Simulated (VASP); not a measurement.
# LaNb2F3 (P4/mmm) in VASP: further runs

Runs on LaNb2F3. Level: PBE. Tasks: single point.

All numbers are computed with VASP 6.6.1; they aren't measurements. Logs are shortened: lines on timing, memory, paths and dates and some standing lists are left out, and cuts for length are marked.

## 1. The cell of the first run

The structure is tetragonal, space group P4/mmm (No. 123). The conventional cell has a = 3.045 Å, b = 3.045 Å, c = 12.572 Å, α = 90.00°, β = 90.00°, γ = 90.00°. Within 3.3 Å of La (site symmetry 4/mmm) lie 8 F at 2.50 Å and 4 La at 3.04 Å. Nb (site symmetry 4mm) has 4 F at 2.60 Å and 5 Nb at 2.90 to 3.04 Å within 3.4 Å. Within 3.4 Å of F (site symmetry 4/mmm) lie 8 Nb at 2.60 Å and 4 F at 3.04 Å. F (site symmetry 4mm) has 4 La at 2.50 Å and 5 F at 2.56 to 3.04 Å within 3.3 Å.

The cell was generated, and may not be a known phase.

## 2. Single point, PBE, collinear spin, zero start

INCAR

```
  ALGO = Normal
  EDIFF = 1E-6
  ENCUT = 520
  GGA = PE
  ISIF = 2
  ISMEAR = 0
  ISPIN = 2
  LASPH = T
  LCHARG = T
  LELF = T
  LMAXMIX = 6
  LORBIT = 11
  LREAL = F
  LVHAR = T
  LWAVE = F
  MAGMOM = 0 0 0 0 0 0
  NBANDS = 42
  NELM = 150
  PREC = Accurate
  SIGMA = 0.1
```

KPOINTS

```
k-points
0
Gamma
  6 6 2
```

POSCAR

```
LaNb2F3
1.0
    3.0445207306      0.0000000000      0.0000000000
    0.0000000000      3.0445207306      0.0000000000
    0.0000000000      0.0000000000     12.5717247386
La Nb F
1 2 3
Direct
    0.5000000000      0.5000000000      0.5000000000
    0.5000000000      0.5000000000      0.8846303452
    0.5000000000      0.5000000000      0.1153696548
    0.0000000000      0.0000000000      0.0000000000
    0.0000000000      0.0000000000      0.6016299711
    0.0000000000      0.0000000000      0.3983700289
```

Potentials or basis: VASP PAW PBE potentials, release 64 (La, Nb_sv, F).

On the command line:

```bash
$ cat potpaw_PBE.64/La/POTCAR potpaw_PBE.64/Nb_sv/POTCAR potpaw_PBE.64/F/POTCAR > POTCAR
$ mpirun -np 1 vasp_std > vasp.out
```

OUTCAR:

```text
EDIFF = 1E-6
   ENCUT = 520
   GGA = PE
   ISIF = 2
   ISMEAR = 0
   ISPIN = 2
   LASPH = T
   LORBIT = 11
   LREAL = F
   NELM = 150
   PREC = Accurate

 ion  position               nearest neighbor table
   1  0.500  0.500  0.500-   5 2.50   6 2.50   5 2.50   6 2.50   5 2.50   6 2.50   5 2.50   6 2.50

   2  0.500  0.500  0.885-   3 2.90
   3  0.500  0.500  0.115-   2 2.90
   4  0.000  0.000  0.000-
   5  0.000  0.000  0.602-   1 2.50   1 2.50   1 2.50   1 2.50
   6  0.000  0.000  0.398-   1 2.50   1 2.50   1 2.50   1 2.50

  LATTYP: Found a simple tetragonal cell.
 ALAT       =     3.0445207306
 C/A-ratio  =     4.1292951670

  Lattice vectors:

 A1 = (   3.0445207306,   0.0000000000,   0.0000000000)
 A2 = (   0.0000000000,   3.0445207306,   0.0000000000)
 A3 = (   0.0000000000,   0.0000000000,  12.5717247386)

Analysis of symmetry for initial positions (statically):
=====================================================================
 Subroutine PRICEL returns:
 Original cell was already a primitive cell.

 Routine SETGRP: Setting up the symmetry group for a
 simple tetragonal supercell.

 Subroutine GETGRP returns: Found 16 space group operations
 (whereof 16 operations were pure point group operations)
 out of a pool of 16 trial point group operations.

The static configuration has the point symmetry D_4h.

Analysis of symmetry for dynamics (positions and initial velocities):
=====================================================================
 Subroutine PRICEL returns:
 Original cell was already a primitive cell.

 Routine SETGRP: Setting up the symmetry group for a
 simple tetragonal supercell.

 Subroutine GETGRP returns: Found 16 space group operations
 (whereof 16 operations were pure point group operations)
 out of a pool of 16 trial point group operations.

The dynamic configuration has the point symmetry D_4h.

Analysis of structural, dynamic, and magnetic symmetry:
=====================================================================
 Subroutine PRICEL returns:
 Original cell was already a primitive cell.

 Routine SETGRP: Setting up the symmetry group for a
 simple tetragonal supercell.

 Subroutine GETGRP returns: Found 16 space group operations
 (whereof 16 operations were pure point group operations)
 out of a pool of 16 trial point group operations.

The overall configuration has the point symmetry D_4h.
[... 139 lines left out ...]
   NGX = 11   NGY = 11   NGZ = 47

 number of electron      58.0000032 magnetization      -0.0000120

 number of electron      58.0000032 magnetization       0.0000162

 Free energy of the ion-electron system (eV)
  ---------------------------------------------------
  ext. energy  EPLUGINS =         0.00000000
  ---------------------------------------------------
  free energy    TOTEN  =       -37.45649703 eV

  energy without entropy =      -37.43572513  energy(sigma->0) =      -37.44611108

 E-fermi :   6.6342     XC(G=0):  -9.8025

 val. band max:        6.6135624010   @ k =   0.5000   0.1667   0.5000
 cond. band min:       6.7522437676   @ k =   0.5000   0.0000   0.0000
 fundamental gap:      0.1386813666
 Fermi energy:         6.6341570197

 spin component 1

 k-point     1 :       0.0000    0.0000    0.0000
  band No.  band energies     occupation
      1     -48.6294      1.00000
      2     -48.5832      1.00000
      3     -27.7888      1.00000
      4     -24.9322      1.00000
      5     -24.4708      1.00000
      6     -24.3844      1.00000
[... 869 lines left out ...]
     40       9.2959      0.00000
     41      10.4508      0.00000
 Fermi energy:         6.6341570197

 spin component 2

 k-point     1 :       0.0000    0.0000    0.0000
  band No.  band energies     occupation
      1     -48.6293      1.00000
      2     -48.5831      1.00000
      3     -27.7889      1.00000
      4     -24.9322      1.00000
      5     -24.4708      1.00000
      6     -24.3844      1.00000
[... 869 lines left out ...]
     40       9.2959      0.00000
     41      10.3969      0.00000
 [bands above 41 left out]

------------------------ aborting loop because EDIFF is reached ----------------------------------------

  FORCE on cell =-STRESS in cart. coord.  units (eV):
  Direction    XX          YY          ZZ          XY          YZ          ZX
  --------------------------------------------------------------------------------------
  -------------------------------------------------------------------------------------
  Total       -0.1339837     -0.1339837      0.0739563      0.0000000      0.0000000     -0.0000000
  in kB       -1.8421700     -1.8421700      1.0168405      0.0000000      0.0000000     -0.0000000
  external PRESSURE =      -0.8891665 kB  Pullay stress =       0.0000000 kB

 VOLUME and BASIS-vectors are now :
 -----------------------------------------------------------------------------
  energy-cutoff  :      520.00
  volume of cell :      116.53
      direct lattice vectors                 reciprocal lattice vectors
     3.044520731  0.000000000  0.000000000     0.328458923  0.000000000  0.000000000
     0.000000000  3.044520731  0.000000000     0.000000000  0.328458923  0.000000000
     0.000000000  0.000000000 12.571724739     0.000000000  0.000000000  0.079543581

 POSITION                                       TOTAL-FORCE (eV/Angst)
 -----------------------------------------------------------------------------------
      1.52226      1.52226      6.28586         0.000000      0.000000      0.000000
      1.52226      1.52226     11.12133         0.000000     -0.000000      0.021101
      1.52226      1.52226      1.45040        -0.000000      0.000000     -0.021101
      0.00000      0.00000      0.00000         0.000000      0.000000      0.000000
      0.00000      0.00000      7.56353         0.000000      0.000000     -0.017305
      0.00000      0.00000      5.00820         0.000000     -0.000000      0.017305
 -----------------------------------------------------------------------------------
    total drift:                                0.000000     -0.000000      0.000000

  FREE ENERGIE OF THE ION-ELECTRON SYSTEM (eV)
  ---------------------------------------------------
  free  energy   TOTEN  =       -37.4564970347 eV

  energy  without entropy=      -37.4357251327  energy(sigma->0) =      -37.44611108

 total charge

# of ion       s       p       d       f       tot
--------------------------------------------------
    1        2.003   5.663   0.926   0.245   8.837
    2        2.198   5.919   2.439   0.000  10.556
    3        2.198   5.919   2.439   0.000  10.556
    4        1.765   4.261   0.000   0.000   6.026
    5        1.742   4.349   0.000   0.000   6.091
    6        1.742   4.349   0.000   0.000   6.091
--------------------------------------------------
tot         11.648  30.461   5.803   0.245  48.157

 magnetization (x)

# of ion       s       p       d       f       tot
--------------------------------------------------
    1       -0.000  -0.000   0.000  -0.000  -0.000
    2        0.000   0.000   0.000   0.000   0.000
    3        0.000   0.000   0.000   0.000   0.000
    4        0.000   0.000   0.000   0.000   0.000
    5       -0.000   0.000   0.000   0.000   0.000
    6       -0.000   0.000   0.000   0.000   0.000
--------------------------------------------------
tot         -0.000   0.000   0.000  -0.000   0.000
```

OSZICAR:

```text
N       E                     dE             d eps       ncg     rms          rms(c)
DAV:   1     0.729648105097E+03    0.72965E+03   -0.27294E+04  3874   0.189E+03
[... 19 lines left out ...]
DAV:  21    -0.374577645134E+02    0.48611E-03   -0.33070E-04  5514   0.581E-02    0.792E-02
DAV:  22    -0.374570766171E+02    0.68790E-03   -0.87630E-04  5290   0.112E-01    0.508E-02
DAV:  23    -0.374568127505E+02    0.26387E-03   -0.38577E-04  5990   0.643E-02    0.409E-02
DAV:  24    -0.374567383826E+02    0.74368E-04   -0.53726E-05  5816   0.195E-02    0.371E-02
DAV:  25    -0.374565077577E+02    0.23062E-03   -0.90600E-04  4826   0.573E-02    0.123E-02
DAV:  26    -0.374564969846E+02    0.10773E-04   -0.19976E-04  5406   0.378E-02    0.101E-02
DAV:  27    -0.374564970347E+02   -0.50093E-07   -0.75435E-06  4820   0.120E-02
   1 F= -.37456497E+02 E0= -.37446111E+02  d E =-.207719E-01  mag=     0.0000
```

It took 12 min on 1 thread of Intel Xeon 8259CL, shared host; peak memory 0.37 GiB.

Results:

* Free energy: -37.4565 eV
* Pressure: -0.1 GPa
* Largest force: 0.021 eV/Å
* Band gap on the k mesh: zero (filled and empty bands overlap)
* Net moment: 0.00 μB per cell
* Valence electrons inside the program's atomic spheres: La 8.84; Nb 10.56; F 6.03, 6.09 (each value once)

Forces on the atoms (eV/Å):
```
La   0.000  0.000  0.000
Nb   0.000  0.000  0.021
Nb   0.000  0.000 -0.021
F    0.000  0.000  0.000
F    0.000  0.000 -0.017
F    0.000  0.000  0.017
```

Caveat: spin-orbit coupling is left out, which moves the levels of the heavy elements.

## 3. Single point, PBE

This run uses another cell than the first one, of 20.12 Å³/atom.

INCAR

```
SYSTEM = LaNb2F3
PREC = Accurate ; ENCUT = 520
EDIFF = 1E-7 ; ISMEAR = 0
SIGMA = 0.1 ; LREAL = .False.
LASPH = .True. ; NELM = 80
ALGO = Normal ; ISIF = 2
LWAVE = .False. ; LCHARG = .False.
GGA = PE ; NBANDS = 38
```

KPOINTS

```
Automatic mesh
0
Gamma
  12 12 4
  0 0 0
```

POSCAR

```
LaNb2F3
1.0
    3.0439282022      0.0000000000      0.0000000000
    0.0000000000      3.0439282022      0.0000000000
    0.0000000000      0.0000000000     13.0264463989
La Nb F
1 2 3
Direct
    0.5000000000      0.5000000000      0.5000000000
    0.5000000000      0.5000000000      0.8888758984
    0.5000000000      0.5000000000      0.1111241016
    0.0000000000      0.0000000000      0.0000000000
    0.0000000000      0.0000000000      0.5989055814
    0.0000000000      0.0000000000      0.4010944186
```

Potentials or basis: VASP PAW PBE potentials, release 64 (La, Nb_sv, F).

On the command line:

```bash
$ cat potpaw_PBE.64/La/POTCAR potpaw_PBE.64/Nb_sv/POTCAR potpaw_PBE.64/F/POTCAR > POTCAR
$ mpirun -np 1 vasp_std > vasp.out
```

Wall time 25 min (1 thread of Intel Xeon 8259CL, shared host); peak memory 0.51 GiB.

It converged, with:

- Free energy: -37.4008 eV
- Pressure: -0.2 GPa
- Largest force: 0.010 eV/Å
- Band gap on the k mesh: zero (bands 29 and 30 overlap by 2.02 eV)

Forces on the atoms (eV/Å):
```
La   0.000  0.000  0.000
Nb   0.000  0.000  0.004
Nb   0.000  0.000 -0.004
F    0.000  0.000  0.000
F    0.000  0.000 -0.010
F    0.000  0.000  0.010
```

Levels at points of the mesh, in eV from the Fermi level:
```tsv
k point	band 25	band 26	band 27	band 28	band 29	band 30	band 31	band 32	band 33	band 34
(0.00, 0.00, 0.00)	-2.97	-2.44	-2.22	-1.73	-1.59	-1.47	0.54	0.73	1.08	1.37
(0.50, 0.00, 0.00)	-1.56	-1.38	-1.35	-0.36	-0.28	0.10	0.95	1.19	1.21	1.21
(0.50, 0.50, 0.00)	-1.65	-0.51	-0.27	0.33	0.33	0.53	0.53	1.22	1.22	1.72
(0.00, 0.00, 0.50)	-2.95	-2.44	-2.22	-1.73	-1.57	-1.50	0.35	0.73	1.30	1.37
(0.50, 0.00, 0.50)	-1.56	-1.38	-1.35	-0.29	-0.27	0.00	0.95	1.19	1.21	1.25
(0.50, 0.50, 0.50)	-1.65	-0.51	-0.27	0.33	0.33	0.53	0.53	1.22	1.22	1.72
```

Caveat: spin-orbit coupling is left out, which moves the levels of the heavy elements.

## 4. Single point, PBE, collinear spin

This run uses another cell than the first one, of 18.77 Å³/atom.

INCAR

```
  PREC = Accurate
  ENCUT = 520
  EDIFF = 1E-6
  ISMEAR = 0
  SIGMA = 0.1
  LREAL = F
  LASPH = T
  NELM = 150
  ALGO = Normal
  ISIF = 2
  LWAVE = F
  LCHARG = F
  ISPIN = 2
  MAGMOM = 0.36 0.09 0.09 0 0.01 0.01
  LORBIT = 11
  LMAXMIX = 6
  GGA = PE
  NBANDS = 42
```

KPOINTS

```
regular mesh
0
Gamma
  6 6 2
```

POSCAR

```
LaNb2F3
1.0
    3.2300112600      0.0000000000      0.0000000000
    0.0000000000      3.2300112600      0.0000000000
    0.0000000000      0.0000000000     10.7973059500
La Nb F
1 2 3
Direct
    0.5000000000      0.5000000000      0.5000000000
    0.5000000000      0.5000000000      0.8473602500
    0.5000000000      0.5000000000      0.1526397500
    0.0000000000      0.0000000000      0.0000000000
    0.0000000000      0.0000000000      0.7145522800
    0.0000000000      0.0000000000      0.2854477200
```

On the command line:

```bash
$ cat potpaw_PBE.64/La/POTCAR potpaw_PBE.64/Nb_sv/POTCAR potpaw_PBE.64/F/POTCAR > POTCAR
$ mpirun -np 1 vasp_std > vasp.out
```

Wall time 14 min (1 thread of Intel Xeon 8259CL, shared host); peak memory 0.35 GiB.

The run converged. Its results:

```
Free energy                                           : -33.8847 eV
Pressure                                              : -12.1 GPa
Largest force                                         : 1.052 eV/Å
Band gap on the k mesh                                : zero (filled and empty bands overlap)
Net moment                                            : 0.00 μB per cell
Valence electrons inside the program's atomic spheres : La 8.73; Nb 10.44; F 5.98, 6.00 (each value once)
```

Forces in eV/Å, atoms in the order of the input:
```
La   0.000  0.000  0.000
Nb   0.000  0.000  1.052
Nb   0.000  0.000 -1.052
F    0.000  0.000  0.000
F    0.000  0.000 -0.068
F    0.000  0.000  0.068
```

Stress tensor (GPa, compression positive):
```
-11.91   0.00   0.00
  0.00 -11.91   0.00
  0.00   0.00 -12.59
```

Levels at points of the mesh, in eV from the Fermi level:
Spin up:
```tsv
k point	band 26	band 27	band 28	band 29	band 30	band 31	band 32	band 33
(0.00, 0.00, 0.00)	-2.22	-2.03	-1.84	-1.39	-1.00	-0.66	0.45	0.83
(0.50, 0.00, 0.00)	-1.54	-0.95	-0.63	-0.44	0.10	0.74	0.82	0.92
(0.50, 0.50, 0.00)	-1.02	-0.45	0.13	0.54	0.54	0.56	0.56	0.88
(0.00, 0.00, 0.50)	-2.04	-1.75	-1.61	-1.49	-1.38	-0.92	-0.40	1.17
(0.50, 0.00, 0.50)	-1.54	-1.15	-0.41	0.12	0.14	0.14	0.73	0.82
(0.50, 0.50, 0.50)	-0.82	-0.66	0.27	0.41	0.55	0.55	0.56	0.56
```
Spin down:
```
           k point  band 25  band 26  band 27  band 28  band 29  band 30  band 31  band 32  band 33  band 34
(0.00, 0.00, 0.00)    -2.24    -2.22    -2.03    -1.84    -1.39    -1.00    -0.66     0.45     0.83     1.17
(0.50, 0.00, 0.00)    -1.63    -1.54    -0.95    -0.63    -0.44     0.10     0.74     0.82     0.92     0.94
(0.50, 0.50, 0.00)    -2.13    -1.02    -0.45     0.13     0.54     0.54     0.56     0.56     0.88     0.88
(0.00, 0.00, 0.50)    -2.23    -2.04    -1.75    -1.61    -1.49    -1.38    -0.92    -0.40     1.17     1.29
(0.50, 0.00, 0.50)    -1.59    -1.54    -1.15    -0.41     0.12     0.14     0.14     0.74     0.82     0.88
(0.50, 0.50, 0.50)    -2.02    -0.82    -0.66     0.27     0.41     0.55     0.55     0.56     0.56     0.89
```

Caveat: the cell stands under tension; spin-orbit coupling is left out, which moves the levels of the heavy elements; forces of over 1 eV/Å act on the atoms, so gaps and moduli don't describe the material at rest.

## 5. Overview

| spin | cell | k mesh | gap on the mesh (eV) | pressure (GPa) | moment (μB) | largest force (eV/Å) |
| --- | --- | --- | --- | --- | --- | --- |
| collinear, zero start | a = 3.045, b = 3.045, c = 12.572 Å, 6 atoms, atomic positions A | 6 × 6 × 2 | none | -0.1 | 0.00 | 0.02 |
| off | a = 3.044, b = 3.044, c = 13.026 Å, 6 atoms, atomic positions B | 12 × 12 × 4 | none | -0.2 | - | 0.01 |
| collinear | a = 3.230, b = 3.230, c = 10.797 Å, 6 atoms, atomic positions C | 6 × 6 × 2 | none | -12.1 | 0.00 | 1.05 |

Alike in all rows: task single point; level PBE; potentials or basis VASP PAW PBE potentials, release 64 (La, Nb_sv, F); cutoff (eV) 520; smearing gaussian 0.1 eV.

Caveats: spin-orbit coupling is left out, which moves the levels of the heavy elements; the cell stands under tension (at least some runs); forces of over 1 eV/Å act on the atoms, so gaps and moduli don't describe the material at rest (at least some runs).

Absolute energies hang on the potentials; compare differences alone.

The gap in the log of VASP goes by the Fermi energy; the results here count the filled bands.